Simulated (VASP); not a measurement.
Here is a VASP 6.6.1 calculation.

File INCAR:

```
  PREC = Accurate
  ENCUT = 520
  EDIFF = 1E-8
  ISMEAR = -1
  SIGMA = 0.03
  LREAL = F
  LASPH = T
  NELM = 120
  ALGO = Normal
  ISIF = 2
  LWAVE = F
  LCHARG = F
  LEFG = T
  NBANDS = 16
  GGA_COMPAT = F
```

Contents of KPOINTS:

```
Automatic mesh
0
Gamma
  9 9 9
```

File POSCAR:

```
ZrN
1.0
    0.0000000000      2.3290301974      2.3290301974
    2.3290301974      0.0000000000      2.3290301974
    2.3290301974      2.3290301974      0.0000000000
Zr N
1 1
Direct
    0.0000000000      0.0000000000      0.0000000000
    0.5000000000      0.5000000000      0.5000000000
```

Potentials or basis: VASP PAW LDA potentials, release 64 (Zr_sv, N).

Run with:

```sh
$ cat potpaw_LDA.64/Zr_sv/POTCAR potpaw_LDA.64/N/POTCAR > POTCAR
$ mpirun -np 1 vasp_std > vasp.out
```

Problem. Predict the pressure.

Solution. -19.9 GPa.

Caveat: without QUAD_EFG the Cq values of the log hold for a quadrupole moment of 1 mb, not for the nuclei.
